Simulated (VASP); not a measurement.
# MoS2 (P3m1) in VASP: further runs

MoS2 is run at these levels: PBEsol; tasks: single point.

Program: VASP 6.6.1. These are calculated values, not measurements. Logs are shortened: lines on timing, memory, paths and dates and some standing lists are left out, and cuts for length are marked.

## 1. The cell of the first run

The structure is trigonal, space group P3m1 (No. 156). Conventional cell: a = 3.141 Å, b = 3.141 Å, c = 6.125 Å, α = 90.00°, β = 90.00°, γ = 120.00°. Mo (site symmetry 3m) has 6 S at 2.36 to 2.46 Å and 6 Mo at 3.14 Å within 3.2 Å. Within 3.2 Å of S (site symmetry 3m) lie 3 Mo at 2.36 Å and 6 S at 3.14 Å. Within 3.2 Å of S (site symmetry 3m) lie 3 Mo at 2.46 Å and 6 S at 3.14 Å.

## 2. Single point, PBEsol (all S atoms moved +0.075 Å, as atom 2 along Cartesian [0 0 1])

File INCAR:

```
SYSTEM = MoS2
PREC = Accurate
ENCUT = 520
EDIFF = 1E-6
ISMEAR = 0
SIGMA = 0.15
LREAL = .FALSE.
LASPH = .TRUE.
NELM = 100
ALGO = Normal
ISIF = 2
LWAVE = .FALSE.
LCHARG = .TRUE.
GGA = PS
LELF = .TRUE.
LVHAR = .TRUE.
NBANDS = 20
```

File KPOINTS:

```
regular mesh
0
G
  18 18 8
  0 0 0
```

File POSCAR:

```
MoS2
1.0
    3.1411847469      0.0000000000      0.0000000000
   -1.5705923735      2.7203457888      0.0000000000
    0.0000000000      0.0000000000      6.1247114470
Mo S
1 2
Direct
    0.0000000000      0.0000000000      0.5000000000
    0.3333333333      0.6666666667      0.2533079938
    0.6666666667      0.3333333333      0.7711829560
```

Potentials or basis: VASP PAW PBE potentials, release 64 (Mo_sv, S).

Launch:

```console
cat potpaw_PBE.64/Mo_sv/POTCAR potpaw_PBE.64/S/POTCAR > POTCAR
mpirun -np 1 vasp_std > vasp.out
```

OUTCAR:

```text
SYSTEM = MoS2
   PREC = Accurate
   ENCUT = 520
   EDIFF = 1E-6
   ISMEAR = 0
   LREAL = .FALSE.
   LASPH = .TRUE.
   NELM = 100
   ISIF = 2
   GGA = PS

 ion  position               nearest neighbor table
   1  0.000  0.000  0.500-   2 2.36   2 2.36   2 2.36   3 2.46   3 2.46   3 2.46
   2  0.333  0.667  0.253-   1 2.36   1 2.36   1 2.36
   3  0.667  0.333  0.771-   1 2.46   1 2.46   1 2.46

  LATTYP: Found a hexagonal cell.
 ALAT       =     3.1411847469
 C/A-ratio  =     1.9498093683

  Lattice vectors:

 A1 = (   3.1411847469,   0.0000000000,   0.0000000000)
 A2 = (  -1.5705923735,   2.7203457888,   0.0000000000)
 A3 = (   0.0000000000,   0.0000000000,   6.1247114470)

Analysis of symmetry for initial positions (statically):
=====================================================================
 Subroutine PRICEL returns:
 Original cell was already a primitive cell.

 Routine SETGRP: Setting up the symmetry group for a
 hexagonal supercell.

 Subroutine GETGRP returns: Found  6 space group operations
 (whereof  6 operations were pure point group operations)
 out of a pool of 24 trial point group operations.

The static configuration has the point symmetry C_3v.

Analysis of symmetry for dynamics (positions and initial velocities):
=====================================================================
 Subroutine PRICEL returns:
 Original cell was already a primitive cell.

 Routine SETGRP: Setting up the symmetry group for a
 hexagonal supercell.

 Subroutine GETGRP returns: Found  6 space group operations
 (whereof  6 operations were pure point group operations)
 out of a pool of 24 trial point group operations.

The dynamic configuration has the point symmetry C_3v.

 Subroutine INISYM returns: Found  6 space group operations
 (whereof  6 operations are pure point group operations),
 and found     1 'primitive' translations

----------------------------------------------------------------------------------------

                                     Primitive cell

  volume of cell :      52.3363

  direct lattice vectors                    reciprocal lattice vectors
     3.141184747  0.000000000  0.000000000     0.318351221  0.183800163  0.000000000
    -1.570592374  2.720345789  0.000000000     0.000000000  0.367600326  0.000000000
     0.000000000  0.000000000  6.124711447     0.000000000  0.000000000  0.163272998

  length of vectors
     3.141184747  3.141184747  6.124711447     0.367600326  0.367600326  0.163272998

  position of ions in fractional coordinates (direct lattice)
     0.000000000  0.000000000  0.500000000
     0.333333333  0.666666667  0.253307994
     0.666666667  0.333333333  0.771182956

  ion indices of the primitive-cell ions
   primitive index   ion index
                 1           1
                 2           2
                 3           3

----------------------------------------------------------------------------------------

 KPOINTS: regular mesh

Automatic generation of k-mesh.
 Grid dimensions read from file:
 generate k-points for:   18   18    8

 Generating k-lattice:

  Cartesian coordinates                     Fractional coordinates (reciprocal lattice)
     0.017686179  0.010211120  0.000000000     0.055555556  0.000000000  0.000000000
     0.000000000  0.020422240  0.000000000     0.000000000  0.055555556  0.000000000
     0.000000000  0.000000000  0.020409125     0.000000000  0.000000000  0.125000000

  Length of vectors
     0.020422240  0.020422240  0.020409125

  Shift w.r.t. Gamma in fractional coordinates (k-lattice)
     0.000000000  0.000000000  0.000000000

 Subroutine IBZKPT returns following result:
 ===========================================

 Found    266 irreducible k-points:

 Following reciprocal coordinates:
            Coordinates               Weight
  0.000000  0.000000  0.000000      1.000000
  0.055556  0.000000  0.000000      6.000000
  0.111111  0.000000  0.000000      6.000000
  0.166667  0.000000  0.000000      6.000000
  0.222222 -0.000000  0.000000      6.000000
  0.277778 -0.000000  0.000000      6.000000
[... 16 lines left out ...]
  0.333333  0.111111  0.000000     12.000000
  0.388889  0.111111  0.000000     12.000000
 [... further k-points ...]
   k-points           NKPTS =    266   k-points in BZ     NKDIM =    266   number of bands    NBANDS=     20
   number of dos      NEDOS =    301   number of ions     NIONS =      3
   total plane-waves  NPLWV =  27648
   dimension x,y,z NGX =    24 NGY =   24 NGZ =   48
   dimension x,y,z NGXF=    48 NGYF=   48 NGZF=   96
   ions per type =               1   2
   NGX,Y,Z   is equivalent  to a cutoff of  12.70, 12.70, 13.03 a.u.
   NGXF,Y,Z  is equivalent  to a cutoff of  25.40, 25.40, 26.06 a.u.
 SYSTEM =  MoS2
   PREC   = accura    normal or accurate (medium, high low for compatibility)
   ISTART =      0    job   : 0-new  1-cont  2-samecut
   ICHARG =      2    charge: 1-file 2-atom 10-const
   ISPIN  =      1    spin polarized calculation?
   LNONCOLLINEAR =      F non collinear calculations
   LSORBIT =      F    spin-orbit coupling
   LASPH  =      T    aspherical Exc in radial PAW
   ENCUT  =  520.0 eV  38.22 Ry    6.18 a.u.   5.84  5.84 11.39*2*pi/ulx,y,z
   NELM   =    100;   NELMIN=  2; NELMDL= -5     # of ELM steps
   EDIFF  = 0.1E-05   stopping-criterion for ELM
   LREAL  =      F    real-space projection
[... 7 lines left out ...]
   TEBEG  =    0.0;   TEEND  =   0.0 temperature during run
   PSTRESS=    0.0 pullay stress
   NELECT =      26.0000    total number of electrons
   NUPDOWN=      -1.0000    fix difference up-down
   EMIN   =  10.00;   EMAX   =-10.00  energy-range for DOS
   EFERMI =   0.00;   METHOD = LEGACY
   ISMEAR =     0;   SIGMA  =   0.15  broadening in eV -4-tet -1-fermi 0-gaus
   EFERMI_NEDOS =   21; number of points for ismear=-14 and -15
   IALGO  =     38    algorithm
   IMIX   =      4    mixing-type and parameters
     AMIX     =   0.40;   BMIX     =  1.00
     AMIX_MAG =   1.60;   BMIX_MAG =  1.00
  volume/ion in A,a.u.               =      17.45       117.73
  Fermi-wavevector in a.u.,A,eV,Ry     =   1.296577  2.450175 22.872905  1.681111
  Thomas-Fermi vector in A             =   2.428024
   LORBIT       =      0    0 simple, 1 ext, 2 COOP (PROOUT), +10 PAW based schemes
   GGA     = PS    functional components
   LHFCALC =     F    Hartree Fock is set to
   AEXX    =    0.0000 exact exchange contribution
   IVDW    =     0    specifies the selected vdW correction
   LEPSILON=     F    determine dielectric tensor
   LRPA    =     F    only Hartree local field effects (RPA)
 non-spin polarized calculation
 Gauss-broadening in eV      SIGMA  =   0.15
  energy-cutoff  :      520.00
  volume of cell :       52.34
 maximum number of plane-waves:      1424
   NGX = 11   NGY = 11   NGZ = 23

 number of electron      25.9999999 magnetization

 Free energy of the ion-electron system (eV)
  ---------------------------------------------------
  ext. energy  EPLUGINS =         0.00000000
  ---------------------------------------------------
  free energy    TOTEN  =       -22.55989503 eV

  energy without entropy =      -22.54580996  energy(sigma->0) =      -22.55285249

 E-fermi :   7.9261     XC(G=0): -11.1510

 val. band max:        7.9199775351   @ k =   0.2778   0.2778   0.2500
 cond. band min:       7.9279151058   @ k =  -0.2222   0.5000   0.3750
 fundamental gap:      0.0079375706
 Fermi energy:         7.9261439437

 k-point     1 :       0.0000    0.0000    0.0000
  band No.  band energies     occupation
      1     -53.7060      2.00000
      2     -27.8414      2.00000
      3     -27.6872      2.00000
      4     -27.6872      2.00000
      5      -7.2665      2.00000
      6      -5.6596      2.00000
[... 12 lines left out ...]
     19      14.5589      0.00000
     20      17.6191      0.00000

 k-point     2 :       0.0556    0.0000    0.0000
  band No.  band energies     occupation
      1     -53.7047      2.00000
      2     -27.8388      2.00000
      3     -27.7005      2.00000
      4     -27.6902      2.00000
      5      -7.2152      2.00000
      6      -5.6453      2.00000
[... 12 lines left out ...]
     19      14.7459      0.00000
     20      17.4161      0.00000

 k-point     3 :       0.1111    0.0000    0.0000
  band No.  band energies     occupation
      1     -53.7008      2.00000
      2     -27.8314      2.00000
      3     -27.7385      2.00000
      4     -27.6989      2.00000
      5      -7.0642      2.00000
      6      -5.6037      2.00000
[... 12 lines left out ...]
     19      15.2048      0.00000
     20      17.1127      0.00000

 k-point     4 :       0.1667    0.0000    0.0000
  band No.  band energies     occupation
      1     -53.6948      2.00000
      2     -27.8208      2.00000
      3     -27.7955      2.00000
      4     -27.7121      2.00000
      5      -6.8230      2.00000
      6      -5.5374      2.00000
[... 12 lines left out ...]
     19      15.7653      0.00000
     20      17.0087      0.00000

 k-point     5 :       0.2222   -0.0000    0.0000
  band No.  band energies     occupation
      1     -53.6874      2.00000
      2     -27.8677      2.00000
      3     -27.8049      2.00000
      4     -27.7283      2.00000
      5      -6.5090      2.00000
      6      -5.4498      2.00000
[... 12 lines left out ...]
     19      15.8049      0.00000
     20      16.8714      0.00000
[... 353 lines left out ...]
      6      -5.3101      2.00000
[... 12 lines left out ...]
     19      15.9487      0.00000
     20      16.4520      0.00000

 k-point    22 :       0.2778    0.1111    0.0000
  band No.  band energies     occupation
      1     -53.6701      2.00000
      2     -28.0084      2.00000
      3     -27.7877      2.00000
      4     -27.7714      2.00000
      5      -5.6983      2.00000
      6      -5.1710      2.00000
[... 12 lines left out ...]
     19      15.7698      0.00000
     20      15.8911      0.00000

 k-point    23 :       0.3333    0.1111    0.0000
  band No.  band energies     occupation
      1     -53.6645      2.00000
      2     -28.0563      2.00000
      3     -27.8039      2.00000
      4     -27.7610      2.00000
      5      -5.4650      2.00000
      6      -4.9698      2.00000
[... 12 lines left out ...]
     19      15.1962      0.00000
     20      15.8989      0.00000

 k-point    24 :       0.3889    0.1111    0.0000
  band No.  band energies     occupation
      1     -53.6607      2.00000
      2     -28.0874      2.00000
      3     -27.8147      2.00000
      4     -27.7540      2.00000
      5      -5.3551      2.00000
      6      -4.7614      2.00000
[... 12 lines left out ...]
     19      14.9884      0.00000
     20      16.0397      0.00000

 [... further k-points ...]

------------------------ aborting loop because EDIFF is reached ----------------------------------------

  FORCE on cell =-STRESS in cart. coord.  units (eV):
  Direction    XX          YY          ZZ          XY          YZ          ZX
  --------------------------------------------------------------------------------------
  -------------------------------------------------------------------------------------
  Total        0.1754189      0.1754189      0.1440561     -0.0000000      0.0000000      0.0000000
  in kB        5.3701163      5.3701163      4.4100050     -0.0000000      0.0000000      0.0000000
  external PRESSURE =       5.0500792 kB  Pullay stress =       0.0000000 kB

 VOLUME and BASIS-vectors are now :
 -----------------------------------------------------------------------------
  energy-cutoff  :      520.00
  volume of cell :       52.34
      direct lattice vectors                 reciprocal lattice vectors
     3.141184747  0.000000000  0.000000000     0.318351221  0.183800163  0.000000000
    -1.570592374  2.720345789  0.000000000     0.000000000  0.367600326  0.000000000
     0.000000000  0.000000000  6.124711447     0.000000000  0.000000000  0.163272998

 POSITION                                       TOTAL-FORCE (eV/Angst)
 -----------------------------------------------------------------------------------
      0.00000      0.00000      3.06236        -0.000000      0.000000      1.677352
     -0.00000      1.81356      1.55144         0.000000      0.000000     -0.926847
      1.57059      0.90678      4.72327        -0.000000      0.000000     -0.750505
 -----------------------------------------------------------------------------------
    total drift:                               -0.000000      0.000000      0.000066

  FREE ENERGIE OF THE ION-ELECTRON SYSTEM (eV)
  ---------------------------------------------------
  free  energy   TOTEN  =       -22.5598950293 eV

  energy  without entropy=      -22.5458099551  energy(sigma->0) =      -22.55285249
```

Wall time 4.2 min (1 thread of Intel Xeon 8259CL, shared host); peak memory 0.36 GiB.

What came out:

| Property | Result |
| --- | --- |
| Free energy | -22.5599 eV |
| Pressure | 0.5 GPa |
| Largest force | 1.677 eV/Å |
| Band gap on the k mesh | zero (bands 13 and 14 overlap by 0.90 eV) |

Forces on the atoms (eV/Å):
```
Mo   0.000  0.000  1.677
S    0.000  0.000 -0.927
S    0.000  0.000 -0.751
```

Stress tensor (GPa, compression positive):
```
0.54 0.00 0.00
0.00 0.54 0.00
0.00 0.00 0.44
```

Caveat: the cell differs from its parent crystal (all S atoms moved +0.075 Å, as atom 2 along Cartesian [0 0 1]); the PAW data sets were made with another functional, which shifts forces and pressure a little; this functional lacks dispersion, which binds the layers, so the pressure and a relaxed spacing across them are unreliable.

(Part 1 of 2 ends here.)
